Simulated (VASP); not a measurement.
Input of a VASP 6.6.1 run:

The input INCAR:

```
SYSTEM = MnS
  PREC = Accurate
  ENCUT = 520
  EDIFF = 1E-6
  ISMEAR = 0
  SIGMA = 0.05
  LREAL = .False.
  LASPH = .True.
  NELM = 60
  ALGO = Normal
  ISIF = 2
  LWAVE = .False.
  LCHARG = .False.
  GGA = PE
  NBANDS = 16
```

Contents of KPOINTS:

```
regular mesh
0
Gamma
  12 12 12
  0 0 0
```

File POSCAR:

```
MnS
1.0
    0.0000000000      2.3142862816      2.3142862816
    2.3142862816      0.0000000000      2.3142862816
    2.3142862816      2.3142862816      0.0000000000
Mn S
1 1
Direct
    0.0000000000      0.0000000000      0.0000000000
    0.5000000000      0.5000000000      0.5000000000
```

Potentials or basis: VASP PAW PBE potentials, release 64 (Mn_pv, S).

Launch:

```bash
$ cat potpaw_PBE.64/Mn_pv/POTCAR potpaw_PBE.64/S/POTCAR > POTCAR
$ mpirun -np 1 vasp_std > vasp.out
```

**Question.** Estimate the pressure.

**Answer.** 7.1 GPa.

Caveat: the run has no spin polarisation, though such a crystal can be magnetic; semilocal functionals often make such compounds metallic where correlation or magnetic order opens a gap, which also shifts bond lengths. Spin polarisation is off, so any magnetic state and its effect on volume and gap are missing.
